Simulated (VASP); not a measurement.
TaN: single point with LDA

Crystal: TaN.

```xyz
2
Lattice="0.0000 2.1738 2.1738 2.1738 0.0000 2.1738 2.1738 2.1738 0.0000" Properties=species:S:1:pos:R:3 pbc="T T T"
Ta    2.1927    2.1738    2.1738
N    -0.2440    0.0000    0.0000
```

- Program: VASP 6.6.1
- Task: single point
- Functional: LDA
- Potentials or basis: VASP PAW LDA potentials, release 64 (Ta_sv_GW, N)
- Cutoff: 600 eV
- k mesh: 18 × 18 × 18
- Occupations: gaussian, width 0.15 eV
- Spin: no spin polarisation
- Dipole correction: no
- Second run: valence_matched
- Further INCAR settings: ALGO = Normal; EDIFF = 1e-06; NBANDS = 16

```json
{
  "Pressure": "15.0 GPa",
  "Largest force": "3.481 eV/Å",
  "Band gap on the k mesh": "zero (band 9 reaches 15.58 eV, above the bottom of band 10 at 12.48 eV)"
}
```

Forces in eV/Å, atoms in the order of the input:
```
Ta  -3.481  0.000  0.000
N    3.481  0.000  0.000
```

Stress tensor (GPa, compression positive):
```
41.17  0.00  0.00
 0.00  1.94  0.00
 0.00  0.00  1.94
```

Levels at points of the mesh, in eV from the Fermi level:
```tsv
k point	band 6	band 7	band 8	band 9	band 10	band 11	band 12	band 13
(0.00, 0.00, 0.00)	-5.04	-5.04	-4.94	-2.00	-0.60	-0.60	0.23	1.77
(0.50, 0.00, 0.00)	-10.39	-7.67	-7.54	1.68	2.09	2.28	3.97	6.82
(0.50, 0.50, 0.00)	-7.19	-6.54	-4.81	-2.66	2.88	3.85	3.93	4.61
(0.00, 0.50, 0.50)	-6.26	-5.55	-4.59	-4.59	2.46	3.61	3.84	3.84
```

Wall time 3 min on 1 thread of Intel(R) Xeon(R) Platinum 8259CL CPU @ 2.50GHz (Skylake/Cascade Lake), with other jobs on the host, peak memory 0.33 GiB.

Caveat: spin-orbit coupling is left out, which moves the levels of the heavy elements; forces of over 1 eV/Å act on the atoms, so gaps and moduli don't describe the material at rest.
